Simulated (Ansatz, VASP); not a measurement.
**W in VASP and in Ansatz**

```xyz
1
Lattice="-1.5852 1.5852 1.5852 1.5852 -1.5852 1.5852 1.5852 1.5852 -1.5852" Properties=species:S:1:pos:R:3 pbc="T T T"
W     0.0000    0.0000    0.0000
```

Alike in both runs: task relaxation of cell and atoms; functional PBE; k mesh 17 × 17 × 17; occupations fermi-dirac, width 0.5 eV; no spin polarisation.

|  | VASP | Ansatz |
| --- | --- | --- |
| version | VASP 6.6.1 | Ansatz 0.2.0 |
| potentials or method | VASP PAW PBE potentials, release 64 (W_sv), cutoff 500 eV | plane-wave PAW DFT |
| valence electrons in the cell | 14 | 14 |

|  | VASP | Ansatz | Ansatz less VASP |
| --- | --- | --- | --- |
| relaxed volume (Å³/atom) | 16.31 | 16.28 | -0.027 |
| relaxed cell length with the largest relative difference (Å) | 2.767 | 2.765 | -0.0015 |

Neither program's run includes spin-orbit coupling.
